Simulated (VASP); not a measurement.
# Sb (I4/mmm) in VASP: a series of runs, part 3 of 3

VASP 6.6.1. Earlier steps stand in the parts before.

**5. Single point, PBE0**

This run uses another cell than the first one, of 28.04 Å³/atom.

Contents of POSCAR:

```
Sb
1.0
   -1.5972865120      1.5972865120      2.7476259243
    1.5972865120     -1.5972865120      2.7476259243
    1.5972865120      1.5972865120     -2.7476259243
Sb
1
Direct
    0.0000000000      0.0000000000      0.0000000000
```

Contents of INCAR.step1:

```
PREC = Accurate
ENCUT = 520
EDIFF = 1E-5
ISMEAR = -1
SIGMA = 0.05
LREAL = F
LASPH = T
NELM = 80
ALGO = Normal
ISIF = 2
LWAVE = T
LCHARG = F
GGA = PE
NBANDS = 8
```

Contents of INCAR.step2:

```
PREC = Accurate
ENCUT = 520
EDIFF = 1E-6
ISMEAR = -1
SIGMA = 0.05
LREAL = F
LASPH = T
NELM = 80
ALGO = Normal
ISIF = 2
LWAVE = F
LCHARG = F
GGA = PE
LHFCALC = T
AEXX = 0.25
PRECFOCK = Normal
ISTART = 1
NBANDS = 8
```

Contents of KPOINTS:

```
regular mesh
0
Gamma
  8 8 8
```

Potentials or basis: VASP PAW PBE potentials, release 64 (Sb).

Launch:

```bash
cat potpaw_PBE.64/Sb/POTCAR > POTCAR
cp INCAR.step1 INCAR
mpirun -np 1 vasp_std > vasp.out
cp INCAR.step2 INCAR
mpirun -np 1 vasp_std > vasp.out
```

OUTCAR:

```text
PREC = Accurate
   ENCUT = 520
   EDIFF = 1E-6
   ISMEAR = -1
   LREAL = F
   LASPH = T
   NELM = 80
   ISIF = 2
   GGA = PE
   LHFCALC = T
   AEXX = 0.25
   PRECFOCK = Normal
   ISTART = 1

 ion  position               nearest neighbor table
   1  0.000  0.000  0.000-

  LATTYP: Found a body centered tetragonal cell.
 ALAT       =     3.1945730240
 C/A-ratio  =     1.7201835135

  Lattice vectors:

 A1 = (  -1.5972865120,   1.5972865120,   2.7476259243)
 A2 = (   1.5972865120,  -1.5972865120,   2.7476259243)
 A3 = (   1.5972865120,   1.5972865120,  -2.7476259243)

Analysis of symmetry for initial positions (statically):
=====================================================================
 Subroutine PRICEL returns:
 Original cell was already a primitive cell.

 Routine SETGRP: Setting up the symmetry group for a
 body centered tetragonal supercell.

 Subroutine GETGRP returns: Found 16 space group operations
 (whereof 16 operations were pure point group operations)
 out of a pool of 16 trial point group operations.

The static configuration has the point symmetry D_4h.

Analysis of symmetry for dynamics (positions and initial velocities):
=====================================================================
 Subroutine PRICEL returns:
 Original cell was already a primitive cell.

 Routine SETGRP: Setting up the symmetry group for a
 body centered tetragonal supercell.

 Subroutine GETGRP returns: Found 16 space group operations
 (whereof 16 operations were pure point group operations)
 out of a pool of 16 trial point group operations.

The dynamic configuration has the point symmetry D_4h.

 Subroutine INISYM returns: Found 16 space group operations
 (whereof 16 operations are pure point group operations),
 and found     1 'primitive' translations

----------------------------------------------------------------------------------------

                                     Primitive cell

  volume of cell :      28.0403

  direct lattice vectors                    reciprocal lattice vectors
    -1.597286512  1.597286512  2.747625924     0.000000000  0.313030878  0.181975281
     1.597286512 -1.597286512  2.747625924     0.313030878  0.000000000  0.181975281
     1.597286512  1.597286512 -2.747625924     0.313030878  0.313030878  0.000000000

  length of vectors
     3.556978581  3.556978581  3.556978581     0.362081943  0.362081943  0.442692514

  position of ions in fractional coordinates (direct lattice)
     0.000000000  0.000000000  0.000000000

  ion indices of the primitive-cell ions
   primitive index   ion index
                 1           1

----------------------------------------------------------------------------------------

 KPOINTS: regular mesh

Automatic generation of k-mesh.
 Grid dimensions read from file:
 generate k-points for:    8    8    8

 Generating k-lattice:

  Cartesian coordinates                     Fractional coordinates (reciprocal lattice)
[... 21 lines left out ...]
  0.500000  0.000000  0.000000      4.000000
  0.125000  0.125000  0.000000      8.000000
[... 16 lines left out ...]
  0.250000  0.125000  0.125000     16.000000
  0.375000  0.125000  0.125000      8.000000
 [... further k-points ...]
   k-points           NKPTS =     59   k-points in BZ     NKDIM =    512   number of bands    NBANDS=      8
   number of dos      NEDOS =    301   number of ions     NIONS =      1
   total plane-waves  NPLWV =  21952
   dimension x,y,z NGX =    28 NGY =   28 NGZ =   28
   dimension x,y,z NGXF=    56 NGYF=   56 NGZF=   56
   ions per type =               1
   NGX,Y,Z   is equivalent  to a cutoff of  13.09, 13.09, 13.09 a.u.
   NGXF,Y,Z  is equivalent  to a cutoff of  26.17, 26.17, 26.17 a.u.
 SYSTEM =  unknown system
   PREC   = accura    normal or accurate (medium, high low for compatibility)
   ISTART =      1    job   : 0-new  1-cont  2-samecut
   ICHARG =      0    charge: 1-file 2-atom 10-const
   ISPIN  =      1    spin polarized calculation?
   LNONCOLLINEAR =      F non collinear calculations
   LSORBIT =      F    spin-orbit coupling
   LASPH  =      T    aspherical Exc in radial PAW
   ENCUT  =  520.0 eV  38.22 Ry    6.18 a.u.   6.61  6.61  6.61*2*pi/ulx,y,z
   NELM   =     80;   NELMIN=  2; NELMDL=  0     # of ELM steps
   EDIFF  = 0.1E-05   stopping-criterion for ELM
   LREAL  =      F    real-space projection
   EDIFFG = 0.1E-04   stopping-criterion for IOM
   NSW    =      0    number of steps for IOM
   IBRION =     -1    ionic relax: 0-MD 1-quasi-New 2-CG
   NFREE  =      0    steps in history (QN), initial steepest desc. (CG)
   ISIF   =      2    stress and relaxation
   ISYM   =      3    0-nonsym 1-usesym 2-fastsym
   POTIM  = 0.5000    time-step for ionic-motion
   TEBEG  =    0.0;   TEEND  =   0.0 temperature during run
   PSTRESS=    0.0 pullay stress
   NELECT =       5.0000    total number of electrons
   NUPDOWN=      -1.0000    fix difference up-down
   EMIN   =  10.00;   EMAX   =-10.00  energy-range for DOS
   EFERMI =   0.00;   METHOD = LEGACY
   ISMEAR =    -1;   SIGMA  =   0.05  broadening in eV -4-tet -1-fermi 0-gaus
   EFERMI_NEDOS =   21; number of points for ismear=-14 and -15
   IALGO  =     38    algorithm
   IMIX   =      1    mixing-type and parameters
     AMIX     =   0.40;   BMIX     =  1.00
     AMIX_MAG =   1.60;   BMIX_MAG =  1.00
  volume/ion in A,a.u.               =      28.04       189.23
  Fermi-wavevector in a.u.,A,eV,Ry     =   0.921447  1.741283 11.552228  0.849065
  Thomas-Fermi vector in A             =   2.046865
   LORBIT       =      0    0 simple, 1 ext, 2 COOP (PROOUT), +10 PAW based schemes
   GGA     = PE    functional components
   LHFCALC =     T    Hartree Fock is set to
   PRECFOCK=normal    Normal, Fast or Accurate (Low or Medium for compatibility)
   ENCUT4O =  -1.0   cutoff for four orbital integrals eV
   NKREDX  =     1    reduce k-point grid by
   NKREDY  =     1    reduce k-point grid by
   NKREDZ  =     1    reduce k-point grid by
   AEXX    =    0.2500 exact exchange contribution
   HFSCREEN=    0.0000 screening length (either q_TF or 0.3 A-1)
   HFSCREENC=   0.0000 screening length for correlation (either q_TF or 0.3 A-1)
   ENCUTFOCK=  -1.0 apply spherical cutoff to Coloumb kernel
   IVDW    =     0    specifies the selected vdW correction
   LEPSILON=     F    determine dielectric tensor
   LRPA    =     F    only Hartree local field effects (RPA)
 non-spin polarized calculation
  energy-cutoff  :      520.00
  volume of cell :       28.04
 maximum number of plane-waves:       769
 NGX is ok and might be reduce to    28
  NGX = 20; NGY = 20; NGZ = 20

 number of electron       5.0000000 magnetization

 Free energy of the ion-electron system (eV)
  ---------------------------------------------------
  ext. energy  EPLUGINS =         0.00000000
  ---------------------------------------------------
  free energy    TOTEN  =        -5.17701545 eV

  energy without entropy =       -5.17607299  energy(sigma->0) =       -5.17654422

 E-fermi :   8.1455     XC(G=0):  -7.9573

 val. band max:        7.8626010349   @ k =  -0.3750   0.5000   0.3750
 cond. band min:       8.2896247464   @ k =   0.2500   0.1250   0.1250
 fundamental gap:      0.4270237114
 Fermi energy:         8.1455222957

 k-point     1 :       0.0000    0.0000    0.0000
  band No.  band energies     occupation
      1      -6.6821      2.00000
      2      13.2683      0.00000
      3      14.1150      0.00000
      4      14.1150      0.00000
      5      18.0722      0.00000
      6      19.3669      0.00000
      7      19.5490      0.00000
      8      19.5490      0.00000
[... 243 lines left out ...]
 k-point    24 :       0.3750    0.1250    0.1250
  band No.  band energies     occupation
      1      -1.6549      2.00000
      2       2.1089      2.00000
      3       8.6554      0.00007
      4       9.8448      0.00000
      5      14.8970      0.00000
      6      15.5673      0.00000
      7      20.9898      0.00000
      8      22.0821      0.00000

 [... further k-points ...]

------------------------ aborting loop because EDIFF is reached ----------------------------------------

  FORCE on cell =-STRESS in cart. coord.  units (eV):
  Direction    XX          YY          ZZ          XY          YZ          ZX
  --------------------------------------------------------------------------------------
  -------------------------------------------------------------------------------------
  Total       -0.8311769     -0.8311769     -0.5034124      0.0000000      0.0000000      0.0000000
  in kB      -47.4920353    -47.4920353    -28.7641308      0.0000000      0.0000000      0.0000000
  external PRESSURE =     -41.2494005 kB  Pullay stress =       0.0000000 kB

 VOLUME and BASIS-vectors are now :
 -----------------------------------------------------------------------------
  energy-cutoff  :      520.00
  volume of cell :       28.04
      direct lattice vectors                 reciprocal lattice vectors
    -1.597286512  1.597286512  2.747625924     0.000000000  0.313030878  0.181975281
     1.597286512 -1.597286512  2.747625924     0.313030878  0.000000000  0.181975281
     1.597286512  1.597286512 -2.747625924     0.313030878  0.313030878  0.000000000

 POSITION                                       TOTAL-FORCE (eV/Angst)
 -----------------------------------------------------------------------------------
      0.00000      0.00000      0.00000         0.000000     -0.000000      0.000000
 -----------------------------------------------------------------------------------
    total drift:                               -0.000000     -0.000000     -0.000000

  FREE ENERGIE OF THE ION-ELECTRON SYSTEM (eV)
  ---------------------------------------------------
  free  energy   TOTEN  =        -5.1770154494 eV

  energy  without entropy=       -5.1760729907  energy(sigma->0) =       -5.17654422
```

OUTCAR.step1:

```text
PREC = Accurate
   ENCUT = 520
   EDIFF = 1E-5
   ISMEAR = -1
   LREAL = F
[... 481 lines left out ...]

 POSITION                                       TOTAL-FORCE (eV/Angst)
 -----------------------------------------------------------------------------------
      0.00000      0.00000      0.00000         0.000000      0.000000      0.000000
 -----------------------------------------------------------------------------------
    total drift:                                0.000000      0.000000      0.000000

  FREE ENERGIE OF THE ION-ELECTRON SYSTEM (eV)
  ---------------------------------------------------
  free  energy   TOTEN  =        -3.8363185277 eV

  energy  without entropy=       -3.8283360959  energy(sigma->0) =       -3.83232731
```

OSZICAR.step1:

```text
N       E                     dE             d eps       ncg     rms          rms(c)
DAV:   1     0.548964250378E+01    0.54896E+01   -0.16823E+03   944   0.409E+02
DAV:   2    -0.373885100597E+01   -0.92285E+01   -0.89104E+01  1336   0.537E+01
DAV:   3    -0.384043147294E+01   -0.10158E+00   -0.10022E+00  1096   0.627E+00
DAV:   4    -0.384080194642E+01   -0.37047E-03   -0.37046E-03  1496   0.482E-01
DAV:   5    -0.384080253354E+01   -0.58712E-06   -0.58737E-06  1136   0.127E-02    0.164E+00
DAV:   6    -0.383780887547E+01    0.29937E-02   -0.22143E-03  1152   0.245E-01    0.934E-01
DAV:   7    -0.383629810088E+01    0.15108E-02   -0.46559E-03  1064   0.356E-01    0.615E-02
DAV:   8    -0.383631822723E+01   -0.20126E-04   -0.74512E-05  1344   0.649E-02    0.563E-03
DAV:   9    -0.383631852775E+01   -0.30051E-06   -0.88352E-07  1064   0.722E-03
   1 F= -.38363185E+01 E0= -.38323273E+01  d E =-.798243E-02
```

Run time: 62 min. Hardware: 1 thread of Intel Xeon Platinum 8259CL at 2.50GHz (Skylake/Cascade Lake), shared host; peak memory 0.19 GiB.

What came out:

- Free energy: -5.1770 eV
- Pressure: -4.1 GPa
- Band gap on the k mesh: zero (an odd number of electrons rules out a gap without spin polarisation)

Stress tensor (GPa, compression positive):
```
-4.75  0.00  0.00
 0.00 -4.75  0.00
 0.00  0.00 -2.88
```

Caveat: the cell stands under tension; the PAW data sets were made with another functional, which shifts forces and pressure a little; spin-orbit coupling is left out, which moves the levels of the heavy elements; an odd number of electrons without spin polarisation forces a metal; a magnetic or distorted state may lie lower.

**6. The runs side by side**

```tsv
level	potentials or basis	cell	k mesh	cutoff (eV)	screening parameter	gap on the mesh (eV)	pressure (GPa)
PBE0	VASP PAW PBE potentials, release 64 (Sb_d_GW)	a = 3.439 Å, angles 126.6, 126.6, 78.8°, 1 atom	6 × 6 × 6	400	-	none	3.6
PBE-based screened hybrid with 25 % exact exchange	VASP PAW PBE potentials, release 64 (Sb_d_GW)	a = 3.477 Å, angles 125.7, 125.7, 80.3°, 1 atom	6 × 6 × 6	400	0.3 1/Å	none	-0.5
PBEsol-based screened hybrid with 25 % exact exchange	VASP PAW PBE potentials, release 64 (Sb_d_GW)	a = 3.511 Å, angles 126.6, 126.6, 78.8°, 1 atom	6 × 6 × 6	400	0.207 1/Å	none	-2.8
PBE0	VASP PAW PBE potentials, release 64 (Sb)	a = 3.557 Å, angles 126.6, 126.6, 78.8°, 1 atom	8 × 8 × 8	520	-	none	-4.1
```

Alike in all rows: task single point; no spin polarisation; smearing fermi-dirac 0.05 eV.

Caveats: some runs use coarse meshes; the PAW data sets were made with another functional, which shifts forces and pressure a little; spin-orbit coupling is left out, which moves the levels of the heavy elements; an odd number of electrons without spin polarisation forces a metal; a magnetic or distorted state may lie lower; the cell stands under tension (at least some runs).

Absolute energies hang on the potentials; compare differences alone.

The gap in the log of VASP goes by the Fermi energy; the results here count the filled bands.